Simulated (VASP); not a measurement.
# Ni (Fm-3m) in VASP: further runs

The runs below take Ni through single point, with PBE.

Program: VASP 6.6.1. These are calculated values, not measurements. Logs are shortened: lines on timing, memory, paths and dates and some standing lists are left out, and cuts for length are marked.

**1. The cell of the first run**

It takes space group Fm-3m (No. 225, cubic). Conventional cell: a = 3.524 Å, b = 3.524 Å, c = 3.524 Å, α = 90.00°, β = 90.00°, γ = 90.00°. Ni (site symmetry m-3m) has 12 Ni at 2.49 Å within 3.3 Å.

**2. Single point, PBE, collinear spin, ferromagnetic start**

INCAR reads:

```
SYSTEM = Ni
  PREC = Accurate
  ENCUT = 520
  EDIFF = 1E-6
  ISMEAR = 0
  SIGMA = 0.05
  LREAL = .FALSE.
  LASPH = .TRUE.
  NELM = 150
  ALGO = Normal
  ISIF = 2
  LWAVE = .FALSE.
  LCHARG = .TRUE.
  ISPIN = 2
  MAGMOM = 2
  LORBIT = 11
  LMAXMIX = 4
  GGA = PE
  LELF = .TRUE.
  LVHAR = .TRUE.
  NBANDS = 15
```

KPOINTS reads:

```
Automatic mesh
0
G
  16 16 16
  0 0 0
```

POSCAR reads:

```
Ni
1.0
    0.0000000000      1.7619350000      1.7619350000
    1.7619350000      0.0000000000      1.7619350000
    1.7619350000      1.7619350000      0.0000000000
Ni
1
Direct
    0.0000000000      0.0000000000      0.0000000000
```

Potentials or basis: VASP PAW PBE potentials, release 64 (Ni).

On the command line:

```bash
> cat potpaw_PBE.64/Ni/POTCAR > POTCAR
> mpirun -np 1 vasp_std > vasp.out
```

OUTCAR:

```text
SYSTEM = Ni
   PREC = Accurate
   ENCUT = 520
   EDIFF = 1E-6
   ISMEAR = 0
   LREAL = .FALSE.
   LASPH = .TRUE.
   NELM = 150
   ISIF = 2
   ISPIN = 2
   LORBIT = 11
   GGA = PE

 ion  position               nearest neighbor table
   1  0.000  0.000  0.000-

  LATTYP: Found a face centered cubic cell.
 ALAT       =     3.5238700000

  Lattice vectors:

 A1 = (   0.0000000000,   1.7619350000,   1.7619350000)
 A2 = (   1.7619350000,   0.0000000000,   1.7619350000)
 A3 = (   1.7619350000,   1.7619350000,   0.0000000000)

Analysis of symmetry for initial positions (statically):
=====================================================================
 Subroutine PRICEL returns:
 Original cell was already a primitive cell.

 Routine SETGRP: Setting up the symmetry group for a
 face centered cubic supercell.

 Subroutine GETGRP returns: Found 48 space group operations
 (whereof 48 operations were pure point group operations)
 out of a pool of 48 trial point group operations.

The static configuration has the point symmetry O_h .

Analysis of symmetry for dynamics (positions and initial velocities):
=====================================================================
 Subroutine PRICEL returns:
 Original cell was already a primitive cell.

 Routine SETGRP: Setting up the symmetry group for a
 face centered cubic supercell.

 Subroutine GETGRP returns: Found 48 space group operations
 (whereof 48 operations were pure point group operations)
 out of a pool of 48 trial point group operations.

The dynamic configuration has the point symmetry O_h .

Analysis of structural, dynamic, and magnetic symmetry:
=====================================================================
 Subroutine PRICEL returns:
 Original cell was already a primitive cell.

 Routine SETGRP: Setting up the symmetry group for a
 face centered cubic supercell.

 Subroutine GETGRP returns: Found 48 space group operations
 (whereof 48 operations were pure point group operations)
 out of a pool of 48 trial point group operations.

The overall configuration has the point symmetry O_h .

 Subroutine INISYM returns: Found 48 space group operations
 (whereof 48 operations are pure point group operations),
 and found     1 'primitive' translations

----------------------------------------------------------------------------------------

                                     Primitive cell

  volume of cell :      10.9396

  direct lattice vectors                    reciprocal lattice vectors
     0.000000000  1.761935000  1.761935000    -0.283778914  0.283778914  0.283778914
     1.761935000  0.000000000  1.761935000     0.283778914 -0.283778914  0.283778914
     1.761935000  1.761935000  0.000000000     0.283778914  0.283778914 -0.283778914

  length of vectors
     2.491752373  2.491752373  2.491752373     0.491519496  0.491519496  0.491519496

  position of ions in fractional coordinates (direct lattice)
     0.000000000  0.000000000  0.000000000

  ion indices of the primitive-cell ions
   primitive index   ion index
                 1           1

----------------------------------------------------------------------------------------

 KPOINTS: Automatic mesh

Automatic generation of k-mesh.
 Grid dimensions read from file:
 generate k-points for:   16   16   16

 Generating k-lattice:

  Cartesian coordinates                     Fractional coordinates (reciprocal lattice)
    -0.017736182  0.017736182  0.017736182     0.062500000  0.000000000  0.000000000
     0.017736182 -0.017736182  0.017736182     0.000000000  0.062500000  0.000000000
     0.017736182  0.017736182 -0.017736182     0.000000000  0.000000000  0.062500000

  Length of vectors
     0.030719969  0.030719969  0.030719969

  Shift w.r.t. Gamma in fractional coordinates (k-lattice)
     0.000000000  0.000000000  0.000000000

 Subroutine IBZKPT returns following result:
 ===========================================

 Found    145 irreducible k-points:

 Following reciprocal coordinates:
            Coordinates               Weight
  0.000000  0.000000  0.000000      1.000000
  0.062500  0.000000  0.000000      8.000000
  0.125000  0.000000  0.000000      8.000000
  0.187500  0.000000  0.000000      8.000000
  0.250000  0.000000  0.000000      8.000000
  0.312500  0.000000  0.000000      8.000000
[... 16 lines left out ...]
 -0.125000  0.062500  0.000000     24.000000
 -0.062500  0.062500  0.000000     12.000000
 [... further k-points ...]
   k-points           NKPTS =    145   k-points in BZ     NKDIM =    145   number of bands    NBANDS=     15
   number of dos      NEDOS =    301   number of ions     NIONS =      1
   total plane-waves  NPLWV =   8000
   dimension x,y,z NGX =    20 NGY =   20 NGZ =   20
   dimension x,y,z NGXF=    40 NGYF=   40 NGZF=   40
   ions per type =               1
   NGX,Y,Z   is equivalent  to a cutoff of  13.34, 13.34, 13.34 a.u.
   NGXF,Y,Z  is equivalent  to a cutoff of  26.69, 26.69, 26.69 a.u.
 SYSTEM =  Ni
   PREC   = accura    normal or accurate (medium, high low for compatibility)
   ISTART =      0    job   : 0-new  1-cont  2-samecut
   ICHARG =      2    charge: 1-file 2-atom 10-const
   ISPIN  =      2    spin polarized calculation?
   LNONCOLLINEAR =      F non collinear calculations
   LSORBIT =      F    spin-orbit coupling
   LASPH  =      T    aspherical Exc in radial PAW
   ENCUT  =  520.0 eV  38.22 Ry    6.18 a.u.   4.63  4.63  4.63*2*pi/ulx,y,z
   NELM   =    150;   NELMIN=  2; NELMDL= -5     # of ELM steps
   EDIFF  = 0.1E-05   stopping-criterion for ELM
   LREAL  =      F    real-space projection
   EDIFFG = 0.1E-04   stopping-criterion for IOM
   NSW    =      0    number of steps for IOM
   IBRION =     -1    ionic relax: 0-MD 1-quasi-New 2-CG
   NFREE  =      0    steps in history (QN), initial steepest desc. (CG)
   ISIF   =      2    stress and relaxation
   ISYM   =      2    0-nonsym 1-usesym 2-fastsym
   POTIM  = 0.5000    time-step for ionic-motion
   TEBEG  =    0.0;   TEEND  =   0.0 temperature during run
   PSTRESS=    0.0 pullay stress
   NELECT =      10.0000    total number of electrons
   NUPDOWN=      -1.0000    fix difference up-down
   EMIN   =  10.00;   EMAX   =-10.00  energy-range for DOS
   EFERMI =   0.00;   METHOD = LEGACY
   ISMEAR =     0;   SIGMA  =   0.05  broadening in eV -4-tet -1-fermi 0-gaus
   EFERMI_NEDOS =   21; number of points for ismear=-14 and -15
   IALGO  =     38    algorithm
   IMIX   =      4    mixing-type and parameters
     AMIX     =   0.40;   BMIX     =  1.00
     AMIX_MAG =   1.60;   BMIX_MAG =  1.00
  volume/ion in A,a.u.               =      10.94        73.82
  Fermi-wavevector in a.u.,A,eV,Ry     =   1.588821  3.002436 34.345893  2.524352
  Thomas-Fermi vector in A             =   2.687765
   LORBIT       =     11    0 simple, 1 ext, 2 COOP (PROOUT), +10 PAW based schemes
   GGA     = PE    functional components
   LHFCALC =     F    Hartree Fock is set to
   AEXX    =    0.0000 exact exchange contribution
   IVDW    =     0    specifies the selected vdW correction
   LEPSILON=     F    determine dielectric tensor
   LRPA    =     F    only Hartree local field effects (RPA)
 spin polarized calculation
 Gauss-broadening in eV      SIGMA  =   0.05
  energy-cutoff  :      520.00
  volume of cell :       10.94
 maximum number of plane-waves:       306
   NGX =  9   NGY =  9   NGZ =  9

 number of electron      10.0000010 magnetization       0.5972936

 Free energy of the ion-electron system (eV)
  ---------------------------------------------------
  ext. energy  EPLUGINS =         0.00000000
  ---------------------------------------------------
  free energy    TOTEN  =        -5.47146173 eV

  energy without entropy =       -5.46933760  energy(sigma->0) =       -5.47039966

 E-fermi :   9.3108     XC(G=0): -13.2224

 val. band max:        9.3076622844   @ k =  -0.3125   0.1250   0.0000
 cond. band min:       9.3114090042   @ k =   0.3750   0.2500   0.0000
 fundamental gap:      0.0037467199
 Fermi energy:         9.3107721501

 spin component 1

 k-point     1 :       0.0000    0.0000    0.0000
  band No.  band energies     occupation
      1       0.3285      1.00000
      2       6.8956      1.00000
      3       6.8956      1.00000
      4       6.8956      1.00000
      5       8.0694      1.00000
      6       8.0694      1.00000
      7      32.9761      0.00000
      8      36.7970      0.00000
      9      36.7970      0.00000
     10      36.7970      0.00000
     11      39.7190      0.00000
     12      39.7190      0.00000
     13      39.7190      0.00000
     14      42.6907      0.00000
     15      48.9337      0.00000

 k-point     2 :       0.0625    0.0000    0.0000
  band No.  band energies     occupation
      1       0.4807      1.00000
      2       6.8567      1.00000
      3       6.9294      1.00000
      4       6.9294      1.00000
      5       8.0551      1.00000
      6       8.0551      1.00000
      7      32.4535      0.00000
      8      35.0187      0.00000
      9      36.4323      0.00000
     10      36.4323      0.00000
     11      40.2581      0.00000
     12      40.2581      0.00000
     13      40.7960      0.00000
     14      43.9530      0.00000
     15      47.5018      0.00000
[... 365 lines left out ...]
      3       7.0787      1.00000
      4       7.0840      1.00000
      5       7.9142      1.00000
      6       8.1193      1.00000
      7      29.0727      0.00000
      8      31.8214      0.00000
      9      35.5230      0.00000
     10      37.4587      0.00000
     11      39.3588      0.00000
     12      40.4827      0.00000
     13      43.0845      0.00000
     14      44.4406      0.00000
     15      46.6229      0.00000

 k-point    24 :      -0.0625    0.0625    0.0000
  band No.  band energies     occupation
      1       0.7317      1.00000
      2       6.7855      1.00000
      3       6.9778      1.00000
      4       6.9963      1.00000
      5       7.9866      1.00000
      6       8.0840      1.00000
      7      31.6031      0.00000
      8      33.2252      0.00000
      9      35.5428      0.00000
     10      37.3731      0.00000
     11      39.8894      0.00000
     12      40.0021      0.00000
     13      42.9693      0.00000
     14      45.0614      0.00000
     15      45.4870      0.00000

 [... further k-points ...]

 spin component 2

 k-point     1 :       0.0000    0.0000    0.0000
  band No.  band energies     occupation
      1       0.2896      1.00000
      2       7.6229      1.00000
      3       7.6229      1.00000
      4       7.6229      1.00000
      5       8.6192      1.00000
      6       8.6192      1.00000
      7      32.8126      0.00000
      8      36.7728      0.00000
      9      36.7728      0.00000
     10      36.7728      0.00000
     11      39.8122      0.00000
     12      39.8122      0.00000
     13      39.8122      0.00000
     14      42.5700      0.00000
     15      49.1198      0.00000

 k-point     2 :       0.0625    0.0000    0.0000
  band No.  band energies     occupation
      1       0.4420      1.00000
      2       7.5789      1.00000
      3       7.6580      1.00000
      4       7.6580      1.00000
      5       8.6041      1.00000
      6       8.6041      1.00000
      7      32.3457      0.00000
      8      34.9918      0.00000
      9      36.4354      0.00000
     10      36.4354      0.00000
     11      40.3187      0.00000
     12      40.3187      0.00000
     13      40.7934      0.00000
     14      43.8866      0.00000
     15      47.6571      0.00000
[... 365 lines left out ...]
      3       7.7985      1.00000
      4       7.8116      1.00000
      5       8.4585      1.00000
      6       8.6862      1.00000
      7      29.1234      0.00000
      8      31.8273      0.00000
      9      35.4637      0.00000
     10      37.4667      0.00000
     11      39.3204      0.00000
     12      40.5162      0.00000
     13      43.2478      0.00000
     14      44.3873      0.00000
     15      46.8085      0.00000

 k-point    24 :      -0.0625    0.0625    0.0000
  band No.  band energies     occupation
      1       0.6934      1.00000
      2       7.5000      1.00000
      3       7.7096      1.00000
      4       7.7235      1.00000
      5       8.5314      1.00000
      6       8.6364      1.00000
      7      31.5588      0.00000
      8      33.2417      0.00000
      9      35.5043      0.00000
     10      37.3490      0.00000
     11      39.9768      0.00000
     12      39.9865      0.00000
     13      42.9509      0.00000
     14      45.2073      0.00000
     15      45.4829      0.00000

 [... further k-points ...]

------------------------ aborting loop because EDIFF is reached ----------------------------------------

  FORCE on cell =-STRESS in cart. coord.  units (eV):
  Direction    XX          YY          ZZ          XY          YZ          ZX
  --------------------------------------------------------------------------------------
  -------------------------------------------------------------------------------------
  Total       -0.0794836     -0.0794836     -0.0794836      0.0000000      0.0000000      0.0000000
  in kB      -11.6409524    -11.6409524    -11.6409524      0.0000000      0.0000000      0.0000000
  external PRESSURE =     -11.6409524 kB  Pullay stress =       0.0000000 kB

 VOLUME and BASIS-vectors are now :
 -----------------------------------------------------------------------------
  energy-cutoff  :      520.00
  volume of cell :       10.94
      direct lattice vectors                 reciprocal lattice vectors
     0.000000000  1.761935000  1.761935000    -0.283778914  0.283778914  0.283778914
     1.761935000  0.000000000  1.761935000     0.283778914 -0.283778914  0.283778914
     1.761935000  1.761935000  0.000000000     0.283778914  0.283778914 -0.283778914

 POSITION                                       TOTAL-FORCE (eV/Angst)
 -----------------------------------------------------------------------------------
      0.00000      0.00000      0.00000         0.000000      0.000000      0.000000
 -----------------------------------------------------------------------------------
    total drift:                                0.000000      0.000000      0.000000

  FREE ENERGIE OF THE ION-ELECTRON SYSTEM (eV)
  ---------------------------------------------------
  free  energy   TOTEN  =        -5.4714617279 eV

  energy  without entropy=       -5.4693376018  energy(sigma->0) =       -5.47039966

 total charge

# of ion       s       p       d       tot
------------------------------------------
    1        0.494   0.492   8.314   9.300

 magnetization (x)

# of ion       s       p       d       tot
------------------------------------------
    1       -0.007  -0.025   0.642   0.610
```

Run time: 89 s. Hardware: 1 thread of Intel Xeon 8259CL, shared host; peak memory 0.16 GiB.

What came out:

- Free energy: -5.4715 eV
- Pressure: -1.2 GPa
- Net moment: 0.60 μB per cell
- Site moments: Ni +0.61 μB
- Valence electrons inside the program's atomic spheres: Ni 9.30

**3. Single point, PBE, collinear spin, ferromagnetic start**

INCAR reads:

```
SYSTEM = Ni
PREC = Accurate
ENCUT = 520
EDIFF = 1E-6
ISMEAR = 0
SIGMA = 0.05
LREAL = .False.
LASPH = .True.
NELM = 150
ALGO = Fast
ISIF = 2
LWAVE = .False.
LCHARG = .False.
ISPIN = 2
MAGMOM = 0.64
LORBIT = 11
LMAXMIX = 4
GGA = PE
NBANDS = 15
```

KPOINTS reads:

```
Automatic mesh
0
Gamma
  16 16 16
  0 0 0
```

POSCAR is that of step 2.

Potentials or basis: VASP PAW PBE potentials, release 64 (Ni).

On the command line:

```bash
> cat potpaw_PBE.64/Ni/POTCAR > POTCAR
> mpirun -np 1 vasp_std > vasp.out
```

It took 73 s on 1 thread of Intel Xeon 8259CL, shared host; peak memory 0.16 GiB.

The run converged. Its results:

- Free energy: -5.4715 eV
- Pressure: -1.4 GPa
- Net moment: 0.60 μB per cell
- Site moments: Ni +0.61 μB
- Valence electrons inside the program's atomic spheres: Ni 9.30

Levels at points of the mesh, in eV from the Fermi level:
Spin up:
| k point | band 2 | band 3 | band 4 | band 5 | band 6 | band 7 | band 8 | band 9 |
| --- | --- | --- | --- | --- | --- | --- | --- | --- |
| (0.00, 0.00, 0.00) | -2.42 | -2.42 | -2.42 | -1.24 | -1.24 | 23.66 | 27.49 | 27.49 |
| (0.50, 0.00, 0.00) | -2.39 | -2.39 | -0.60 | -0.60 | -0.29 | 5.62 | 22.16 | 24.57 |
| (0.50, 0.50, 0.00) | -4.16 | -0.54 | -0.47 | -0.47 | 2.43 | 9.17 | 14.76 | 14.76 |
Spin down:
| k point | band 1 | band 2 | band 3 | band 4 | band 5 | band 6 | band 7 | band 8 | band 9 | band 10 |
| --- | --- | --- | --- | --- | --- | --- | --- | --- | --- | --- |
| (0.00, 0.00, 0.00) | -9.02 | -1.69 | -1.69 | -1.69 | -0.69 | -0.69 | 23.50 | 27.46 | 27.46 | 27.46 |
| (0.50, 0.00, 0.00) | -4.39 | -1.81 | -1.81 | -0.36 | 0.13 | 0.13 | 6.03 | 22.01 | 24.65 | 24.65 |
| (0.50, 0.50, 0.00) | -4.29 | -3.57 | 0.04 | 0.36 | 0.36 | 2.39 | 9.39 | 14.77 | 14.77 | 19.81 |

**4. Single point, PBE, collinear spin, ferromagnetic start**

This run uses another cell than the first one, of 12.25 Å³/atom.

INCAR reads:

```
SYSTEM = Ni
ALGO = Normal
EDIFF = 1E-6
ENCUT = 520
GGA = PE
ISIF = 2
ISMEAR = 0
ISPIN = 2
LASPH = .TRUE.
LCHARG = .TRUE.
LELF = .TRUE.
LMAXMIX = 4
LORBIT = 11
LREAL = .FALSE.
LVHAR = .TRUE.
LWAVE = .FALSE.
MAGMOM = 0.64
NBANDS = 15
NELM = 150
PREC = Accurate
SIGMA = 0.05
```

KPOINTS reads:

```
k-points
0
G
  16 16 16
  0 0 0
```

POSCAR reads:

```
Ni
1.0
    0.0000000000      1.8297674191      1.8297674191
    1.8297674191      0.0000000000      1.8297674191
    1.8297674191      1.8297674191      0.0000000000
Ni
1
Direct
    0.0000000000      0.0000000000      0.0000000000
```

On the command line:

```bash
> cat potpaw_PBE.64/Ni/POTCAR > POTCAR
> mpirun -np 1 vasp_std > vasp.out
```

It took 82 s on 1 thread of Intel Xeon 8259CL, shared host; peak memory 0.16 GiB.

It converged, with:

* Free energy: -5.3870 eV
* Pressure: -17.2 GPa
* Net moment: 0.67 μB per cell
* Site moments: Ni +0.70 μB
* Valence electrons inside the program's atomic spheres: Ni 9.12

Levels at points of the mesh, in eV from the Fermi level:
Spin up:
| k point | band 3 | band 4 | band 5 | band 6 | band 7 | band 8 |
| --- | --- | --- | --- | --- | --- | --- |
| (0.00, 0.00, 0.00) | -2.22 | -2.22 | -1.20 | -1.20 | 22.69 | 25.63 |
| (0.50, 0.00, 0.00) | -2.17 | -0.68 | -0.68 | -0.09 | 4.83 | 21.24 |
| (0.50, 0.50, 0.00) | -0.61 | -0.59 | -0.59 | 2.37 | 8.18 | 13.74 |
Spin down:
| k point | band 3 | band 4 | band 5 | band 6 | band 7 | band 8 |
| --- | --- | --- | --- | --- | --- | --- |
| (0.00, 0.00, 0.00) | -1.40 | -1.40 | -0.59 | -0.59 | 22.49 | 25.63 |
| (0.50, 0.00, 0.00) | -1.51 | -0.17 | 0.13 | 0.13 | 5.27 | 21.07 |
| (0.50, 0.50, 0.00) | 0.03 | 0.34 | 0.34 | 2.31 | 8.42 | 13.74 |

Caveat: the cell stands under tension.
